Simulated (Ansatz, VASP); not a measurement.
One calculation of Mo, two programs

```
CELL_PARAMETERS angstrom
2.39357 0.00000 0.00000
-1.19678 2.07289 0.00000
0.00000 0.00000 2.20065
ATOMIC_POSITIONS crystal
Mo 0.00000 0.00000 0.00000
```

Change from the starting cell: volume scaled by 0.65, PAW files.

Alike in both runs: task single point; functional PBE; k mesh 18 × 18 × 16; occupations fermi-dirac, width 0.08 eV; no spin polarisation.

|  | VASP | Ansatz |
| --- | --- | --- |
| version | VASP 6.6.1 | Ansatz 0.2.0 |
| potentials or method | VASP PAW PBE potentials, release 64 (Mo_sv) | PAW with Ansatz's default frozen-core files, scalar-relativistic |
| plane-wave cutoff (eV) | 520 | 420 |
| valence electrons in the cell | 14 | 14 |

|  | VASP | Ansatz | Ansatz less VASP |
| --- | --- | --- | --- |
| pressure (GPa) | 217.9 | 213.4 | -4.45 |
| traceless stress, the component that is largest in VASP (GPa) | 1.80 | 0.07 | -1.729 |

Both programs put the cell under a high pressure, so it lies far from rest at this level.

Noted on VASP's run: the cell as given lies far from equilibrium.
